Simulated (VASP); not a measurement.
Write the native input for VASP 6.6.1 that does the following.

| Property | Result |
| --- | --- |
| Task | single point |
| Functional | PBE |
| Potentials or basis | VASP PAW PBE potentials, release 64 (Mg, H) |
| Cutoff | 520 eV |
| k mesh | 6 × 6 × 6 |
| Occupations | gaussian, width 0.1 eV |
| Spin | no spin polarisation |
| Dipole correction | no |
| Further INCAR settings | ALGO = Normal; EDIFF = 1e-06; NBANDS = 19 |

The structure of Mg3H2 lies in POSCAR:

```
Mg3H2
1.0
    2.7709930103      1.5998335604      5.1869687471
   -2.7709930103      1.5998335604      5.1869687471
    0.0000000000     -3.1996671208      5.1869687470
Mg H
6 4
Direct
    0.0824802344      0.4175197656      0.7500000000
    0.7500000000      0.0824802344      0.4175197656
    0.4175197656      0.7500000000      0.0824802344
    0.9175197656      0.5824802344      0.2500000000
    0.2500000000      0.9175197656      0.5824802344
    0.5824802344      0.2500000000      0.9175197656
    0.8289245585      0.8289245585      0.8289245585
    0.6710754415      0.6710754415      0.6710754415
    0.1710754415      0.1710754415      0.1710754415
    0.3289245585      0.3289245585      0.3289245585
```

These files were run (other wordings do the same):

INCAR

```
PREC = Accurate
ENCUT = 520
EDIFF = 1E-6
ISMEAR = 0
SIGMA = 0.1
LREAL = F
LASPH = T
NELM = 80
ALGO = Normal
ISIF = 2
LWAVE = F
LCHARG = F
GGA = PE
NBANDS = 19
```

KPOINTS

```
Automatic mesh
0
Gamma
  6 6 6
```

Potentials or basis: VASP PAW PBE potentials, release 64 (Mg, H).

Run with:

```sh
$ cat potpaw_PBE.64/Mg/POTCAR potpaw_PBE.64/H/POTCAR > POTCAR
$ mpirun -np 1 vasp_std > vasp.out
```

It gave:

| Property | Result |
| --- | --- |
| Pressure | -0.2 GPa |
| Largest force | 0.021 eV/Å |
| Band gap on the k mesh | zero (bands 8 and 9 overlap by 2.21 eV) |

It took 64 s on 1 thread of AMD EPYC 9R45 96-Core Processor (Zen 5) (shared host), peak memory 0.31 GiB.
